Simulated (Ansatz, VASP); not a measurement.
## One calculation of KCl, two programs

File POSCAR:

```
KCl
1.0
    3.7708085932      0.0000000000      0.0000000000
    0.0000000000      3.7708085932      0.0000000000
    0.0000000000      0.0000000000      3.7708085932
K Cl
1 1
Direct
    0.0000000000      0.0000000000      0.0000000000
    0.5000000000      0.5000000000      0.5000000000
```

File INCAR.step1:

```
PREC = Accurate
ENCUT = 520
EDIFF = 1E-5
ISMEAR = 0
SIGMA = 0.01
LREAL = False
LASPH = True
NELM = 100
ALGO = Normal
ISIF = 2
LWAVE = True
LCHARG = False
NBANDS = 15
GGA = PE
```

INCAR.step2

```
PREC = Accurate
ENCUT = 520
EDIFF = 1E-6
ISMEAR = 0
SIGMA = 0.01
LREAL = False
LASPH = True
NELM = 100
ALGO = Normal
ISIF = 2
LWAVE = False
LCHARG = False
GGA = PE
LHFCALC = True
HFSCREEN = 0.2079
PRECFOCK = Normal
NBANDS = 15
ISTART = 1
```

File KPOINTS:

```
regular mesh
0
Gamma
  4 4 4
```

Input for Ansatz:

```yaml
crystal:
  lattice:
    - [3.7708085932, 0.0, 0.0]
    - [0.0, 3.7708085932, 0.0]
    - [0.0, 0.0, 3.7708085932]
  atoms:
    - { symbol: K, position: [0.0, 0.0, 0.0] }
    - { symbol: Cl, position: [0.5, 0.5, 0.5] }
kpoints:
  mp_grid: { grid: [4, 4, 4] }
hamiltonian:
  xc: hse06
scf:
  occupations: { method: fixed }
  n_extra_bands: 4
output:
  forces: true
  stress: true
  eigenvalues: true
```

Alike in both runs: task single point; functional HSE06; k mesh 4 × 4 × 4; no spin polarisation.

```csv
,VASP,Ansatz
version,VASP 6.6.1,Ansatz 0.2.0
potentials or method,"VASP PAW PBE potentials, release 64 (K_sv, Cl)","plane waves, PAW"
plane-wave cutoff (eV),520,420
occupations,"gaussian, width 0.01 eV",fixed
valence electrons in the cell,16,16
```

|  | VASP | Ansatz | Ansatz less VASP |
| --- | --- | --- | --- |
| gap on the k mesh at the Fermi level (eV) | 6.37 | 6.37 | +0.002 |
| pressure (GPa) | 0.7 | 0.7 | -0.03 |

Ansatz's warnings: stress exchange threshold loose, stress scf threshold loose.
